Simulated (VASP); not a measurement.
A run of VASP 6.6.1:

The input POSCAR:

```
As
1.0
    2.7215874433      0.0000000000      0.0000000000
    0.0000000000      2.7215874433      0.0000000000
    0.0000000000      0.0000000000      2.7215874433
As
1
Direct
    0.5000000000      0.5000000000      0.5000000000
```

INCAR.step1

```
  PREC = Accurate
  ENCUT = 520
  ISMEAR = -1
  SIGMA = 0.05
  LREAL = False
  LASPH = True
  NELM = 80
  NBANDS = 8
  GGA = PE
  ALGO = Normal
  EDIFF = 1E-4
  LWAVE = True
  LCHARG = False
```

File INCAR.step2:

```
  PREC = Accurate
  ENCUT = 520
  EDIFF = 1E-6
  ISMEAR = -1
  SIGMA = 0.05
  LREAL = False
  LASPH = True
  NELM = 80
  ALGO = Normal
  ISIF = 2
  LWAVE = False
  LCHARG = False
  METAGGA = R2SCAN
  LMIXTAU = True
  NBANDS = 8
  ISTART = 1
```

File KPOINTS:

```
regular mesh
0
Gamma
  10 10 10
```

Potentials or basis: VASP PAW PBE potentials, release 64 (As).

The run is started by

```bash
$ cat potpaw_PBE.64/As/POTCAR > POTCAR
$ cp INCAR.step1 INCAR
$ mpirun -np 1 vasp_std > vasp.out
$ cp INCAR.step2 INCAR
$ mpirun -np 1 vasp_std > vasp.out
```

Hardware: 1 thread of AMD EPYC 9R45 (Zen 5) (shared host).

Problem. Estimate the wall time of this run.

Solution. Run time: 11 s on 1 thread of AMD EPYC 9R45 (Zen 5), with other jobs on the host, peak memory 0.1 GiB. Counts: k points 56.
